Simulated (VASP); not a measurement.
LaAgS2, 4 atoms in the cell. The structure is trigonal, space group R-3m (No. 166). Conventional cell: a = 4.260 Å, b = 4.260 Å, c = 17.788 Å, α = 90.00°, β = 90.00°, γ = 120.00°. Within 3.8 Å of Ag (site symmetry -3m) lie 6 S at 2.86 Å. La (site symmetry -3m) has 6 S at 2.89 Å within 3.8 Å. Within 3.8 Å of S (site symmetry 3m) lie 3 Ag at 2.86 Å and 3 La at 2.89 Å. 

| Item | Value |
| --- | --- |
| Program | VASP 6.6.1 |
| Task | single point |
| Functional | LDA |
| Potentials or basis | VASP PAW LDA potentials, release 64 (Ag, La, S) |
| Cutoff | 520 eV |
| k mesh | 8 × 8 × 8 |
| Occupations | gaussian, width 0.01 eV |
| Spin | no spin polarisation |
| Dipole correction | no |
| Further INCAR settings | ALGO = Normal; EDIFF = 1e-06; NBANDS = 25 |

Potentials or basis: VASP PAW LDA potentials, release 64 (Ag, La, S).

Run with:

```sh
$ cat potpaw_LDA.64/Ag/POTCAR potpaw_LDA.64/La/POTCAR potpaw_LDA.64/S/POTCAR > POTCAR
$ mpirun -np 1 vasp_std > vasp.out
```

Hardware: 1 thread of Intel(R) Xeon(R) 6975P-C (Granite Rapids), on a shared host.

Task: Estimate the wall time of this run.

Result: It took 2.5 min on 1 thread of Intel(R) Xeon(R) 6975P-C (Granite Rapids), with other jobs on the host, peak memory 0.38 GiB. Counts: scf iterations 14, k points 65.
